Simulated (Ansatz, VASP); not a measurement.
# MoP in VASP and in Ansatz

Contents of INCAR:

```
SYSTEM = MoP
PREC = Accurate ; ENCUT = 500
EDIFF = 1E-6 ; ISMEAR = -1
SIGMA = 0.08 ; LREAL = .FALSE.
LASPH = .TRUE. ; NELM = 200
ALGO = Normal ; ISIF = 2
LWAVE = .FALSE. ; LCHARG = .FALSE.
MAGMOM = 0 0 0 0 0 0 ; LORBIT = 11
LSORBIT = .TRUE. ; GGA_COMPAT = .FALSE.
LORBMOM = .TRUE. ; LMAXMIX = 4
GGA = PE ; NBANDS = 31
```

Contents of KPOINTS:

```
Automatic mesh
0
G
  15 15 13
  0 0 0
```

The input POSCAR:

```
MoP
1.0
    3.2230000535      0.0000000000      0.0000000000
   -1.6115000268      2.7911999227      0.0000000000
    0.0000000000      0.0000000000      3.1910000000
Mo P
1 1
Direct
    0.0000000000      0.0000000000      0.0000000000
    0.3333333333      0.6666666667      0.5000000000
```

Input for Ansatz:

```yaml
crystal:
  lattice:
    - [3.2230000535, 0.0, 0.0]
    - [-1.6115000268, 2.7911999227, 0.0]
    - [0.0, 0.0, 3.191]
  atoms:
    - { symbol: Mo, position: [0.0, 0.0, 0.0] }
    - { symbol: P, position: [0.3333333333, 0.6666666667, 0.5] }
kpoints:
  mp_grid: { grid: [15, 15, 13] }
  band_path:
    path:
      - [0.0, 0.0, 0.0]
      - [0.5, 0.0, 0.0]
      - [0.3333333333, 0.3333333333, 0.0]
      - [0.0, 0.0, 0.0]
      - [0.0, 0.0, 0.5]
      - [0.5, 0.0, 0.5]
      - [0.3333333333, 0.3333333333, 0.5]
      - [0.0, 0.0, 0.5]
      - [0.5, 0.0, 0.5]
    npoints: 5
scf:
  occupations: { method: fermi_dirac, width: 0.08 }
hamiltonian:
  xc: pbe
  pseudopotentials: { kind: all_electron, lapw: { basis_error: 0.00025 } }
output:
  forces: true
  stress: true
  eigenvalues: true
magnetization:
  noncollinear: true
  spin_orbit: true
```

Alike in both runs: task single point; functional PBE; k mesh 15 × 15 × 13; occupations fermi-dirac, width 0.08 eV; non-collinear spin, spin-orbit coupling.

|  | VASP | Ansatz |
| --- | --- | --- |
| version | VASP 6.6.1 | Ansatz 0.2.0 |
| potentials or method | VASP PAW PBE potentials, release 64 (Mo_sv, P), cutoff 500 eV | all-electron LAPW |

Ansatz gave:

| Item | Value |
| --- | --- |
| pressure (GPa) | 2.8 |
| traceless stress, the component that is largest in VASP (GPa) | -0.39 |
| net moment per atom (μB) | 0.00 |

**Question.** What did VASP give for the same quantities?

**Answer.** Pressure (GPa): 2.9; traceless stress, the component that is largest in VASP (GPa): -0.41; net moment per atom (μB): 0.00.

Ansatz ran all-electron here, and VASP with PAW potentials.
